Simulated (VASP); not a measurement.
Write the native input for VASP 6.6.1 that does the following.

```yaml
Task: single point
Functional: PBEsol
Potentials_or_basis: VASP PAW PBE potentials, release 64 (Br, Cl, Li_sv)
Cutoff: 880 eV
k_mesh: 1 × 1 × 1, shifted
Occupations: fermi-dirac, width 0.05 eV
Spin: no spin polarisation
Dipole_correction: no
Further_INCAR_settings: LREAL = Auto; ALGO = Normal; EDIFF = 1e-06; NBANDS = 198; ISYM = -1
```

The structure of Li8Br3Cl5 lies in POSCAR:

```
Li8Br3Cl5
1.0
   10.4076447996      0.0000000000      0.0000000000
    0.0000000000     10.4076447996      0.0000000000
    0.0000000000      0.0000000000     10.4076447996
Br Cl Li
12 20 32
Direct
    0.2508960000      0.9999610000      0.0012590000
    0.2463220000      0.4997190000      0.4968400000
    0.7509450000      0.4984890000      0.0001860000
    0.5019480000      0.2467610000      0.4990480000
    0.5009710000      0.7527970000      0.5001310000
    0.9997280000      0.0008030000      0.2510830000
    0.9978100000      0.4996370000      0.7500940000
    0.4987530000      0.4985240000      0.2480980000
    0.5017490000      0.4996090000      0.7519320000
    0.2486100000      0.2477470000      0.7512440000
    0.2486260000      0.7518490000      0.7511610000
    0.7509670000      0.7509580000      0.2501420000
    0.2481490000      0.9999970000      0.4988390000
    0.2479440000      0.4995390000      0.0037890000
    0.7494310000      0.0009580000      0.9976520000
    0.7515200000      0.0011900000      0.5027390000
    0.7535670000      0.4977030000      0.4998010000
    0.9981140000      0.2492300000      0.0015810000
    0.9970540000      0.2479460000      0.4987170000
    0.9995860000      0.7502170000      0.0002150000
    0.9981480000      0.7518220000      0.5003260000
    0.5021400000      0.2463280000      0.0014020000
    0.5005070000      0.7530150000      0.0002110000
    0.9955930000      0.0000230000      0.7493760000
    0.0003830000      0.4982280000      0.2496230000
    0.5004460000      0.0011290000      0.2487910000
    0.5044940000      0.9999440000      0.7516870000
    0.2480070000      0.2494800000      0.2486650000
    0.2481650000      0.7500230000      0.2486500000
    0.7514760000      0.2479710000      0.2500170000
    0.7513630000      0.2453530000      0.7503770000
    0.7513890000      0.7545940000      0.7504360000
    0.9937390000      0.9998140000      0.9943780000
    0.9966560000      0.9998930000      0.5061280000
    0.0038880000      0.4999150000      0.0056750000
    0.9936130000      0.4999340000      0.4942630000
    0.5065570000      0.9997890000      0.9990150000
    0.5043680000      0.9997930000      0.5022310000
    0.4954400000      0.4998050000      0.0009340000
    0.5067920000      0.4998320000      0.4989060000
    0.2463660000      0.2538160000      0.0083870000
    0.2395280000      0.2434670000      0.4911050000
    0.2470060000      0.7457070000      0.0072640000
    0.2399400000      0.7562480000      0.4922260000
    0.7521700000      0.2432970000      0.0010920000
    0.7583000000      0.2462570000      0.4997320000
    0.7525240000      0.7561500000      0.9946500000
    0.7586640000      0.7541350000      0.5060100000
    0.2559170000      0.0021320000      0.2562590000
    0.2530230000      0.9999590000      0.7431490000
    0.2438710000      0.4972520000      0.2456420000
    0.2487470000      0.4995590000      0.7541130000
    0.7441580000      0.0068260000      0.2545210000
    0.7492840000      0.0012000000      0.7476260000
    0.7554360000      0.4916960000      0.2563620000
    0.7506790000      0.4956280000      0.7433190000
    0.9989250000      0.2536170000      0.2476680000
    0.9916120000      0.2420860000      0.7530420000
    0.0052400000      0.7458360000      0.2472010000
    0.9926410000      0.7575180000      0.7526690000
    0.5002970000      0.2423040000      0.2411800000
    0.5090040000      0.2396780000      0.7599710000
    0.4939190000      0.7577170000      0.2407790000
    0.5079320000      0.7598730000      0.7596100000
```

One way to write it, as run:

INCAR

```
PREC     = Accurate       # precision mode
ENCUT    = 880            # plane-wave cutoff, eV
EDIFF    = 1E-6           # SCF threshold, eV
ISMEAR   = -1             # smearing method
SIGMA    = 0.05           # smearing width, eV
LREAL    = Auto         
LASPH    = True           # aspherical terms in the spheres
NELM     = 120            # most SCF steps
ALGO     = Normal         # electronic algorithm
ISIF     = 2              # what is computed and relaxed
LWAVE    = False          # write WAVECAR
LCHARG   = False          # write CHGCAR
GGA      = PS             # functional
NBANDS   = 198            # bands
ISYM     = -1           
GGA_COMPAT= False
```

KPOINTS

```
explicit points
1
Reciprocal
  0.25000000   0.25000000   0.25000000 1
```

Potentials or basis: VASP PAW PBE potentials, release 64 (Br, Cl, Li_sv).

The run is started by

```bash
$ cat potpaw_PBE.64/Br/POTCAR potpaw_PBE.64/Cl/POTCAR potpaw_PBE.64/Li_sv/POTCAR > POTCAR
$ mpirun -np 1 vasp_std > vasp.out
```

It gave:

| Quantity | Value |
| --- | --- |
| Pressure | 0.0 GPa |
| Largest force | 0.030 eV/Å |
| Band gap on the k mesh | 5.87 eV |

Caveat: the PAW data sets were made with another functional, which shifts forces and pressure a little; a shifted mesh leaves out Γ, where band edges can lie.

Wall time 11 min on 1 thread of Intel(R) Xeon(R) 6975P-C (Granite Rapids), with other jobs on the host, peak memory 2 GiB.
